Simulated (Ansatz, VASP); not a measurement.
## W in VASP and in Ansatz

INCAR

```
PREC     = Accurate       # precision mode
ENCUT    = 520            # plane-wave cutoff, eV
EDIFF    = 1E-6           # SCF threshold, eV
ISMEAR   = -1             # smearing method
SIGMA    = 0.4            # smearing width, eV
LREAL    = False          # projectors in reciprocal space
LASPH    = True           # aspherical terms in the spheres
NELM     = 100            # most SCF steps
ALGO     = Normal         # electronic algorithm
ISIF     = 2              # what is computed and relaxed
LWAVE    = False          # write WAVECAR
LCHARG   = True           # write CHGCAR
GGA      = PE             # functional
LELF     = True           # ELF
LVHAR    = True         
NBANDS   = 13             # bands
```

File KPOINTS:

```
Automatic mesh
0
Gamma
  20 20 20
```

The input POSCAR:

```
W
1.0
   -1.5174350000      1.5174350000      1.5174350000
    1.5174350000     -1.5174350000      1.5174350000
    1.5174350000      1.5174350000     -1.5174350000
W
1
Direct
    0.0000000000      0.0000000000      0.0000000000
```

Input for Ansatz:

```yaml
crystal:
  lattice:
    - [-1.517435, 1.517435, 1.517435]
    - [1.517435, -1.517435, 1.517435]
    - [1.517435, 1.517435, -1.517435]
  atoms:
    - { symbol: W, position: [0.0, 0.0, 0.0] }
basis:
  ecutwfc: 420
kpoints:
  mp_grid: { grid: [20, 20, 20] }
hamiltonian:
  xc: pbe
scf:
  occupations: { method: fermi_dirac, width: 0.4 }
output:
  forces: true
  stress: true
  eigenvalues: true
```

Change from the starting cell: strain -0.050 along x and y, -0.050 along z, atoms carried along.

Alike in both runs: task single point; functional PBE; k mesh 20 × 20 × 20; occupations fermi-dirac, width 0.4 eV; no spin polarisation.

|  | VASP | Ansatz |
| --- | --- | --- |
| version | VASP 6.6.1 | Ansatz 0.2.0 |
| potentials or method | VASP PAW PBE potentials, release 64 (W_sv), cutoff 520 eV | scalar-relativistic, plane waves, PAW |
| valence electrons in the cell | 14 | 14 |

```csv
,VASP,Ansatz,Ansatz less VASP
gap on the k mesh at the Fermi level (eV),none,none,-
pressure (GPa),60.6,59.2,-1.42
```

A gap of «none» marks a metal or a gap that the smearing closes. Both programs put the cell under a high pressure, so it lies far from rest at this level.

Neither program's run includes spin-orbit coupling. Noted on VASP's run: the cell as given lies far from equilibrium.
